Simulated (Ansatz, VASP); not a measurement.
One calculation of GaGe, two programs

The input INCAR:

```
SYSTEM = GaGe
PREC = Accurate
ENCUT = 520
EDIFF = 1E-7
ISMEAR = 0
SIGMA = 0.1
LREAL = .FALSE.
LASPH = .TRUE.
NELM = 100
ALGO = Fast
ISIF = 2
LWAVE = .FALSE.
LCHARG = .TRUE.
GGA = PE
LELF = .TRUE.
LVHAR = .TRUE.
NBANDS = 20
```

KPOINTS

```
regular mesh
0
G
  12 12 12
  0 0 0
```

POSCAR

```
GaGe
1.0
    0.0000000000      2.8978440000      2.8978440000
    2.8978440000      0.0000000000      2.8978440000
    2.8978440000      2.8978440000      0.0000000000
Ga Ge
1 1
Direct
    0.7499706678      0.7186887907      0.7410951038
    0.0000000000      0.0000000000      0.0000000000
```

Input for Ansatz:

```yaml
crystal:
  lattice:
    - [0.0, 2.897844, 2.897844]
    - [2.897844, 0.0, 2.897844]
    - [2.897844, 2.897844, 0.0]
  atoms:
    - { symbol: Ga, position: [0.7499706678, 0.7186887907, 0.7410951038] }
    - { symbol: Ge, position: [0.0, 0.0, 0.0] }
basis:
  ecutwfc: 420
kpoints:
  mp_grid: { grid: [12, 12, 12] }
hamiltonian:
  xc: pbe
scf:
  occupations: { method: gaussian, width: 0.1 }
output:
  forces: true
  stress: true
  eigenvalues: true
```

Change from the starting cell: one atom moved.

Alike in both runs: task single point; functional PBE; k mesh 12 × 12 × 12; occupations gaussian, width 0.1 eV; no spin polarisation.

|  | VASP | Ansatz |
| --- | --- | --- |
| version | VASP 6.6.1 | Ansatz 0.2.0 |
| potentials or method | VASP PAW PBE potentials, release 64 (Ga_d, Ge_d), cutoff 520 eV | scalar-relativistic, plane waves, PAW |
| valence electrons in the cell | 27 | 27 |

```csv
,VASP,Ansatz,Ansatz less VASP
gap on the k mesh at the Fermi level (eV),none,none,-
pressure (GPa),0.5,0.5,0.00
"traceless stress, the component that is largest in VASP (GPa)",-2.98,-2.97,+0.007
rms of the force components (eV/Å),0.363,0.362,-0.0009
```

Atom by atom the forces differ by 0.001 eV/Å (rms over components). A gap of «none» marks a metal or a gap that the smearing closes. With one functional, cell and mesh, what is left measures potentials, basis and numerics.
